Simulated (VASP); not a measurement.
# B5W2 in VASP: a series of runs

Runs on B5W2. Level: LDA. Tasks: single point.

Everything below comes from runs of VASP 6.6.1. Logs are shortened: lines on timing, memory, paths and dates and some standing lists are left out, and cuts for length are marked.

## 1. The cell of the first run

It takes space group R-3m (No. 166, trigonal). The conventional cell has a = 2.981 Å, b = 2.981 Å, c = 20.719 Å, α = 90.00°, β = 90.00°, γ = 120.00°. Within 3.2 Å of W (site symmetry 3m) lie 13 B at 2.28 to 2.56 Å and 7 W at 2.98 to 3.11 Å. Within 2.3 Å of B (site symmetry -3m) lie 6 B at 1.77 Å. Within 2.4 Å of B (site symmetry 3m) lie 3 B at 1.72 Å and 6 W at 2.31 to 2.32 Å. Within 2.3 Å of B (site symmetry 3m) lie 6 B at 1.77 to 1.90 Å and 4 W at 2.28 to 2.30 Å.

## 2. Single point, LDA

Input file INCAR:

```
ALGO = Normal
EDIFF = 1E-6
ENCUT = 500
GGA_COMPAT = F
ISIF = 2
ISMEAR = -1
LASPH = T
LCHARG = F
LREAL = F
LWAVE = F
NBANDS = 30
NELM = 120
PREC = Accurate
SIGMA = 0.02
```

Input file KPOINTS:

```
k-points
0
Gamma
  12 12 12
```

Input file POSCAR:

```
B5W2
1.0
    1.4902918895      0.8604204236      6.9061904678
   -1.4902918895      0.8604204236      6.9061904678
    0.0000000000     -1.7208408471      6.9061904678
W B
2 5
Direct
    0.9250000000      0.9250000000      0.9250000000
    0.0750000000      0.0750000000      0.0750000000
    0.5000000000      0.5000000000      0.5000000000
    0.6670000000      0.6670000000      0.6670000000
    0.3330000000      0.3330000000      0.3330000000
    0.8140000000      0.8140000000      0.8140000000
    0.1860000000      0.1860000000      0.1860000000
```

Potentials or basis: VASP PAW LDA potentials, release 64 (W_sv, B).

Run with:

```
> cat potpaw_LDA.64/W_sv/POTCAR potpaw_LDA.64/B/POTCAR > POTCAR
> mpirun -np 1 vasp_std > vasp.out
```

OUTCAR:

```text
EDIFF = 1E-6
   ENCUT = 500
   ISIF = 2
   ISMEAR = -1
   LASPH = T
   LREAL = F
   NELM = 120
   PREC = Accurate

 ion  position               nearest neighbor table
   1  0.925  0.925  0.925-   7 2.28   7 2.28   7 2.28   6 2.30   5 2.31   5 2.31   5 2.31   4 2.32
                             4 2.32   4 2.32   3 2.56   3 2.56   3 2.56   2 3.11
   2  0.075  0.075  0.075-   6 2.28   6 2.28   6 2.28   7 2.30   4 2.31   4 2.31   4 2.31   5 2.32
                             5 2.32   5 2.32   3 2.56   3 2.56   3 2.56   1 3.11
   3  0.500  0.500  0.500-   7 1.77   6 1.77   7 1.77   7 1.77   6 1.77   6 1.77   1 2.56   2 2.56
                             1 2.56   2 2.56   1 2.56   2 2.56
   4  0.667  0.667  0.667-   5 1.72   5 1.72   5 1.72   2 2.31   2 2.31   2 2.31   1 2.32   1 2.32
                             1 2.32
   5  0.333  0.333  0.333-   4 1.72   4 1.72   4 1.72   1 2.31   1 2.31   1 2.31   2 2.32   2 2.32
                             2 2.32
   6  0.814  0.814  0.814-   3 1.77   3 1.77   3 1.77   7 1.90   7 1.90   7 1.90   2 2.28   2 2.28
                             2 2.28   1 2.30
   7  0.186  0.186  0.186-   3 1.77   3 1.77   3 1.77   6 1.90   6 1.90   6 1.90   1 2.28   1 2.28
                             1 2.28   2 2.30

  LATTYP: Found a trigonal (rhomboedric) cell.
 ALAT       =     7.1173562507
 COS(alpha) =     0.9123129898

  Lattice vectors:

 A1 = (   1.4902918895,   0.8604204236,   6.9061904678)
 A2 = (  -1.4902918895,   0.8604204236,   6.9061904678)
 A3 = (   0.0000000000,  -1.7208408471,   6.9061904678)

Analysis of symmetry for initial positions (statically):
=====================================================================
 Subroutine PRICEL returns:
 Original cell was already a primitive cell.

 Routine SETGRP: Setting up the symmetry group for a
 trigonal (rhombohedral) supercell.

 Subroutine GETGRP returns: Found 12 space group operations
 (whereof 12 operations were pure point group operations)
 out of a pool of 12 trial point group operations.

The static configuration has the point symmetry D_3d.

Analysis of symmetry for dynamics (positions and initial velocities):
=====================================================================
 Subroutine PRICEL returns:
 Original cell was already a primitive cell.

 Routine SETGRP: Setting up the symmetry group for a
 trigonal (rhombohedral) supercell.

 Subroutine GETGRP returns: Found 12 space group operations
 (whereof 12 operations were pure point group operations)
 out of a pool of 12 trial point group operations.

The dynamic configuration has the point symmetry D_3d.

 Subroutine INISYM returns: Found 12 space group operations
 (whereof 12 operations are pure point group operations),
 and found     1 'primitive' translations

----------------------------------------------------------------------------------------

                                     Primitive cell

  volume of cell :      53.1339

  direct lattice vectors                    reciprocal lattice vectors
     1.490291889  0.860420424  6.906190468     0.335504745  0.193703755  0.048265876
    -1.490291889  0.860420424  6.906190468    -0.335504745  0.193703755  0.048265876
     0.000000000 -1.720840847  6.906190468     0.000000000 -0.387407509  0.048265876

  length of vectors
     7.117356251  7.117356251  7.117356251     0.390402578  0.390402578  0.390402578

  position of ions in fractional coordinates (direct lattice)
     0.925000000  0.925000000  0.925000000
     0.075000000  0.075000000  0.075000000
     0.500000000  0.500000000  0.500000000
     0.667000000  0.667000000  0.667000000
     0.333000000  0.333000000  0.333000000
     0.814000000  0.814000000  0.814000000
     0.186000000  0.186000000  0.186000000

  ion indices of the primitive-cell ions
   primitive index   ion index
                 1           1
                 2           2
                 3           3
                 4           4
                 5           5
                 6           6
                 7           7

----------------------------------------------------------------------------------------

 KPOINTS: k-points

Automatic generation of k-mesh.
 Grid dimensions read from file:
 generate k-points for:   12   12   12

 Generating k-lattice:

  Cartesian coordinates                     Fractional coordinates (reciprocal lattice)
     0.027958729  0.016141980  0.004022156     0.083333333  0.000000000 -0.000000000
    -0.027958729  0.016141980  0.004022156     0.000000000  0.083333333 -0.000000000
     0.000000000 -0.032283959  0.004022156    -0.000000000 -0.000000000  0.083333333

  Length of vectors
     0.032533548  0.032533548  0.032533548

  Shift w.r.t. Gamma in fractional coordinates (k-lattice)
     0.000000000  0.000000000  0.000000000

 Subroutine IBZKPT returns following result:
 ===========================================

 Found    189 irreducible k-points:

 Following reciprocal coordinates:
            Coordinates               Weight
  0.000000  0.000000  0.000000      1.000000
  0.083333 -0.000000  0.000000      6.000000
  0.166667 -0.000000  0.000000      6.000000
  0.250000 -0.000000  0.000000      6.000000
  0.333333  0.000000  0.000000      6.000000
  0.416667 -0.000000  0.000000      6.000000
[... 16 lines left out ...]
  0.500000  0.166667  0.000000     12.000000
 -0.416667  0.166667 -0.000000     12.000000
 [... further k-points ...]
   k-points           NKPTS =    189   k-points in BZ     NKDIM =    189   number of bands    NBANDS=     30
   number of dos      NEDOS =    301   number of ions     NIONS =      7
   total plane-waves  NPLWV = 157464
   dimension x,y,z NGX =    54 NGY =   54 NGZ =   54
   dimension x,y,z NGXF=   108 NGYF=  108 NGZF=  108
   ions per type =               2   5
   NGX,Y,Z   is equivalent  to a cutoff of  12.61, 12.61, 12.61 a.u.
   NGXF,Y,Z  is equivalent  to a cutoff of  25.23, 25.23, 25.23 a.u.
 SYSTEM =  unknown system
   PREC   = accura    normal or accurate (medium, high low for compatibility)
   ISTART =      0    job   : 0-new  1-cont  2-samecut
   ICHARG =      2    charge: 1-file 2-atom 10-const
   ISPIN  =      1    spin polarized calculation?
   LNONCOLLINEAR =      F non collinear calculations
   LSORBIT =      F    spin-orbit coupling
   LASPH  =      T    aspherical Exc in radial PAW
   ENCUT  =  500.0 eV  36.75 Ry    6.06 a.u.  12.98 12.98 12.98*2*pi/ulx,y,z
   NELM   =    120;   NELMIN=  2; NELMDL= -5     # of ELM steps
   EDIFF  = 0.1E-05   stopping-criterion for ELM
   LREAL  =      F    real-space projection
   EDIFFG = 0.1E-04   stopping-criterion for IOM
   NSW    =      0    number of steps for IOM
   IBRION =     -1    ionic relax: 0-MD 1-quasi-New 2-CG
   NFREE  =      0    steps in history (QN), initial steepest desc. (CG)
   ISIF   =      2    stress and relaxation
   ISYM   =      2    0-nonsym 1-usesym 2-fastsym
   POTIM  = 0.5000    time-step for ionic-motion
   TEBEG  =    0.0;   TEEND  =   0.0 temperature during run
   PSTRESS=    0.0 pullay stress
   NELECT =      43.0000    total number of electrons
   NUPDOWN=      -1.0000    fix difference up-down
   EMIN   =  10.00;   EMAX   =-10.00  energy-range for DOS
   EFERMI =   0.00;   METHOD = LEGACY
   ISMEAR =    -1;   SIGMA  =   0.02  broadening in eV -4-tet -1-fermi 0-gaus
   EFERMI_NEDOS =   21; number of points for ismear=-14 and -15
   IALGO  =     38    algorithm
   IMIX   =      4    mixing-type and parameters
     AMIX     =   0.40;   BMIX     =  1.00
     AMIX_MAG =   1.60;   BMIX_MAG =  1.00
  volume/ion in A,a.u.               =       7.59        51.22
  Fermi-wavevector in a.u.,A,eV,Ry     =   1.525599  2.882964 31.666907  2.327452
  Thomas-Fermi vector in A             =   2.633747
   LORBIT       =      0    0 simple, 1 ext, 2 COOP (PROOUT), +10 PAW based schemes
   GGA     = CA    functional components
   LHFCALC =     F    Hartree Fock is set to
   AEXX    =    0.0000 exact exchange contribution
   IVDW    =     0    specifies the selected vdW correction
   LEPSILON=     F    determine dielectric tensor
   LRPA    =     F    only Hartree local field effects (RPA)
 non-spin polarized calculation
  energy-cutoff  :      500.00
  volume of cell :       53.13
 maximum number of plane-waves:      1390
 NGX is ok and might be reduce to    54
   NGX = 25   NGY = 25   NGZ = 25

 number of electron      43.0000000 magnetization

 Free energy of the ion-electron system (eV)
  ---------------------------------------------------
  ext. energy  EPLUGINS =         0.00000000
  ---------------------------------------------------
  free energy    TOTEN  =       -63.76289873 eV

  energy without entropy =      -63.76018799  energy(sigma->0) =      -63.76154336

 E-fermi :  13.6421     XC(G=0): -14.1094

 val. band max:       13.6396261888   @ k =  -0.2500  -0.2500   0.0833
 cond. band min:      13.6466436449   @ k =  -0.1667   0.3333   0.1667
 fundamental gap:      0.0070174561
 Fermi energy:        13.6421086181

 k-point     1 :       0.0000    0.0000    0.0000
  band No.  band energies     occupation
      1     -60.9620      2.00000
      2     -60.9548      2.00000
      3     -25.9553      2.00000
      4     -25.7399      2.00000
      5     -25.2342      2.00000
      6     -25.2342      2.00000
[... 22 lines left out ...]
     29      16.2321      0.00000
     30      17.8293      0.00000

 k-point     2 :       0.0833   -0.0000    0.0000
  band No.  band energies     occupation
      1     -60.9590      2.00000
      2     -60.9519      2.00000
      3     -25.9460      2.00000
      4     -25.7327      2.00000
      5     -25.2816      2.00000
      6     -25.2651      2.00000
[... 22 lines left out ...]
     29      16.3168      0.00000
     30      18.3414      0.00000

 k-point     3 :       0.1667   -0.0000    0.0000
  band No.  band energies     occupation
      1     -60.9509      2.00000
      2     -60.9438      2.00000
      3     -25.9204      2.00000
      4     -25.7131      2.00000
      5     -25.4093      2.00000
      6     -25.3898      2.00000
[... 22 lines left out ...]
     29      17.0481      0.00000
     30      18.4086      0.00000

 k-point     4 :       0.2500   -0.0000    0.0000
  band No.  band energies     occupation
      1     -60.9398      2.00000
      2     -60.9327      2.00000
      3     -25.8852      2.00000
      4     -25.6862      2.00000
      5     -25.5798      2.00000
      6     -25.5566      2.00000
[... 22 lines left out ...]
     29      17.3977      0.00000
     30      18.6294      0.00000

 k-point     5 :       0.3333    0.0000    0.0000
  band No.  band energies     occupation
      1     -60.9287      2.00000
      2     -60.9217      2.00000
      3     -25.8499      2.00000
      4     -25.7460      2.00000
      5     -25.7194      2.00000
      6     -25.6591      2.00000
[... 22 lines left out ...]
     29      18.7851      0.00000
     30      19.4425      0.00000
[... 526 lines left out ...]
     29      17.5574      0.00000
     30      18.5315      0.00000

 k-point    22 :       0.4167    0.1667    0.0000
  band No.  band energies     occupation
      1     -60.9246      2.00000
      2     -60.9176      2.00000
      3     -25.8342      2.00000
      4     -25.7443      2.00000
      5     -25.7179      2.00000
      6     -25.6521      2.00000
[... 22 lines left out ...]
     29      18.4278      0.00000
     30      19.1998      0.00000

 k-point    23 :       0.5000    0.1667    0.0000
  band No.  band energies     occupation
      1     -60.9175      2.00000
      2     -60.9106      2.00000
      3     -25.8255      2.00000
      4     -25.8117      2.00000
      5     -25.7947      2.00000
      6     -25.6342      2.00000
[... 22 lines left out ...]
     29      19.0364      0.00000
     30      19.5286      0.00000

 k-point    24 :      -0.4167    0.1667   -0.0000
  band No.  band energies     occupation
      1     -60.9149      2.00000
      2     -60.9080      2.00000
      3     -25.8529      2.00000
      4     -25.8245      2.00000
      5     -25.8037      2.00000
      6     -25.6268      2.00000
[... 22 lines left out ...]
     29      19.7031      0.00000
     30      20.2956      0.00000

 [... further k-points ...]

------------------------ aborting loop because EDIFF is reached ----------------------------------------

  FORCE on cell =-STRESS in cart. coord.  units (eV):
  Direction    XX          YY          ZZ          XY          YZ          ZX
  --------------------------------------------------------------------------------------
  -------------------------------------------------------------------------------------
  Total        9.8794885      9.8794885      8.5061017     -0.0000000      0.0000000      0.0000000
  in kB      297.9018428    297.9018428    256.4893307     -0.0000000      0.0000000      0.0000000
  external PRESSURE =     284.0976721 kB  Pullay stress =       0.0000000 kB

 VOLUME and BASIS-vectors are now :
 -----------------------------------------------------------------------------
  energy-cutoff  :      500.00
  volume of cell :       53.13
      direct lattice vectors                 reciprocal lattice vectors
     1.490291889  0.860420424  6.906190468     0.335504745  0.193703755  0.048265876
    -1.490291889  0.860420424  6.906190468    -0.335504745  0.193703755  0.048265876
     0.000000000 -1.720840847  6.906190468     0.000000000 -0.387407509  0.048265876

 POSITION                                       TOTAL-FORCE (eV/Angst)
 -----------------------------------------------------------------------------------
      0.00000      0.00000     19.16468        -0.000000     -0.000000     -0.411565
      0.00000      0.00000      1.55389        -0.000000      0.000000      0.411565
      0.00000      0.00000     10.35929         0.000000      0.000000      0.000000
      0.00000      0.00000     13.81929        -0.000000      0.000000      0.448051
      0.00000      0.00000      6.89928        -0.000000     -0.000000     -0.448051
      0.00000      0.00000     16.86492        -0.000000      0.000000      0.368413
      0.00000      0.00000      3.85365        -0.000000     -0.000000     -0.368413
 -----------------------------------------------------------------------------------
    total drift:                                0.000000      0.000000      0.000000

  FREE ENERGIE OF THE ION-ELECTRON SYSTEM (eV)
  ---------------------------------------------------
  free  energy   TOTEN  =       -63.7628987310 eV

  energy  without entropy=      -63.7601879918  energy(sigma->0) =      -63.76154336
```

It took 25 min on 1 thread of Oxide Virtual Turin-like, shared host; peak memory 0.42 GiB.

What came out:

```
Free energy            : -63.7629 eV
Pressure               : 28.4 GPa
Largest force          : 0.448 eV/Å
Band gap on the k mesh : zero (an odd number of electrons rules out a gap without spin polarisation)
```

Forces in eV/Å, atoms in the order of the input:
```
W    0.000  0.000 -0.412
W    0.000  0.000  0.412
B    0.000  0.000  0.000
B    0.000  0.000  0.448
B    0.000  0.000 -0.448
B    0.000  0.000  0.368
B    0.000  0.000 -0.368
```

Caveat: the cell stands under pressure; spin-orbit coupling is left out, which moves the levels of the heavy elements; an odd number of electrons without spin polarisation forces a metal; a magnetic or distorted state may lie lower.

(Continued in part 2 of 2.)
